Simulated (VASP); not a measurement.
Write the native input for VASP 6.6.1 that does the following.

```
Task                   : single point
Functional             : PBE
Potentials or basis    : VASP PAW PBE potentials, release 64 (Mo_sv)
Cutoff                 : 520 eV
k mesh                 : 22 × 22 × 22
Occupations            : gaussian, width 0.15 eV
Spin                   : no spin polarisation
Dipole correction      : no
Further INCAR settings : ALGO = Fast; EDIFF = 1e-06; NBANDS = 13
```

The structure of Mo lies in POSCAR:

```
Mo
1.0
   -0.7599846119      1.7890162665      1.7890162665
    1.7890162665     -0.7599846119      1.7890162665
    1.7890162665      1.7890162665     -0.7599846119
Mo
1
Direct
    0.0000000000      0.0000000000      0.0000000000
```

One way to write it, as run:

INCAR

```
SYSTEM = Mo
ALGO = Fast ; EDIFF = 1E-6
ENCUT = 520 ; GGA = PE
ISIF = 2 ; ISMEAR = 0
LASPH = .True. ; LCHARG = .False.
LREAL = .False. ; LWAVE = .False.
NBANDS = 13 ; NELM = 100
PREC = Accurate ; SIGMA = 0.15
```

KPOINTS

```
k-points
0
Gamma
  22 22 22
  0 0 0
```

Potentials or basis: VASP PAW PBE potentials, release 64 (Mo_sv).

Run with:

```bash
$ cat potpaw_PBE.64/Mo_sv/POTCAR > POTCAR
$ mpirun -np 1 vasp_std > vasp.out
```

Results of the run:

- Pressure: -7.9 GPa
- Band gap on the k mesh: zero (band 7 reaches 11.55 eV, above the bottom of band 8 at 9.30 eV)

It took 110 s on 1 thread of Intel(R) Xeon(R) Platinum 8259CL CPU @ 2.50GHz (Skylake/Cascade Lake), with other jobs on the host, peak memory 0.31 GiB.
